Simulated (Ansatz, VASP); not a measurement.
## Two plane-wave programs on MgTe

File POSCAR:

```
MgTe
1.0
    4.4869984624      0.0000000000      0.0000000000
   -2.2434992312      3.8858546552      0.0000000000
    0.0000000000      0.0000000000      7.3074784897
Mg Te
2 2
Direct
    0.3333333333      0.6666666667     -0.0006080520
    0.6666666667      0.3333333333      0.4993919480
    0.3333333333      0.6666666667      0.3756080520
    0.6666666667      0.3333333333      0.8756080520
```

INCAR.step1

```
SYSTEM = MgTe
PREC = Accurate
ENCUT = 520
EDIFF = 1E-5
ISMEAR = 0
SIGMA = 0.01
LREAL = .False.
LASPH = .True.
NELM = 120
ALGO = Normal
ISIF = 2
LWAVE = .True.
LCHARG = .False.
NBANDS = 16
GGA = PE
GGA_COMPAT = .False.
```

Contents of INCAR.step2:

```
SYSTEM = MgTe
PREC = Accurate
ENCUT = 520
EDIFF = 1E-6
ISMEAR = 0
SIGMA = 0.01
LREAL = .False.
LASPH = .True.
NELM = 120
ALGO = Normal
ISIF = 2
LWAVE = .False.
LCHARG = .False.
GGA = PE
LHFCALC = .True.
HFSCREEN = 0.2079
PRECFOCK = Normal
NBANDS = 16
ISTART = 1
GGA_COMPAT = .False.
```

The input KPOINTS:

```
regular mesh
0
Gamma
  6 6 2
  0 0 0
```

Input for Ansatz:

```yaml
crystal:
  lattice:
    - [4.4869984624, 0.0, 0.0]
    - [-2.2434992312, 3.8858546552, 0.0]
    - [0.0, 0.0, 7.3074784897]
  atoms:
    - { symbol: Mg, position: [0.3333333333, 0.6666666667, -0.000608052] }
    - { symbol: Mg, position: [0.6666666667, 0.3333333333, 0.499391948] }
    - { symbol: Te, position: [0.3333333333, 0.6666666667, 0.375608052] }
    - { symbol: Te, position: [0.6666666667, 0.3333333333, 0.875608052] }
kpoints:
  mp_grid: { grid: [6, 6, 2] }
  band_path:
    path:
      - [0.0, 0.0, 0.0]
      - [0.5, 0.0, 0.0]
      - [0.3333333333, 0.3333333333, 0.0]
      - [0.0, 0.0, 0.5]
      - [0.5, 0.0, 0.5]
      - [0.3333333333, 0.3333333333, 0.5]
      - [-0.010417, 0.005208, 0.0]
    npoints: 1
hamiltonian:
  xc: hse06
scf:
  occupations: { method: fixed }
  n_extra_bands: 5
output:
  forces: true
  stress: true
  eigenvalues: true
  write_density: true
  write_potential: true
  elf: true
  volumetric_format: npy
```

Change from the starting cell: hydrostatic strain -2.0%.

Alike in both runs: task single point; functional HSE06; k mesh 6 × 6 × 2; no spin polarisation.

|  | VASP | Ansatz |
| --- | --- | --- |
| version | VASP 6.6.1 | Ansatz 0.2.0 |
| potentials or method | VASP PAW PBE potentials, release 64 (Mg, Te) | plane waves, PAW |
| plane-wave cutoff (eV) | 520 | 420 |
| occupations | gaussian, width 0.01 eV | fixed |
| valence electrons in the cell | 16 | 52 |

Ansatz gave:

* gap on the k mesh at the Fermi level (eV): 3.62
* pressure (GPa): 2.4

Task: What did VASP give for the same quantities?

Result: gap on the k mesh at the Fermi level (eV): 3.50; pressure (GPa): 2.2.

VASP's potentials hold 16 valence electrons a cell and Ansatz's 52, so a difference there can come from the potentials and not from the codes. Ansatz's warnings: stress exchange threshold loose, stress scf threshold loose.

The k mesh is coarse, so the values compare programs but aren't converged. Neither program's run includes spin-orbit coupling.
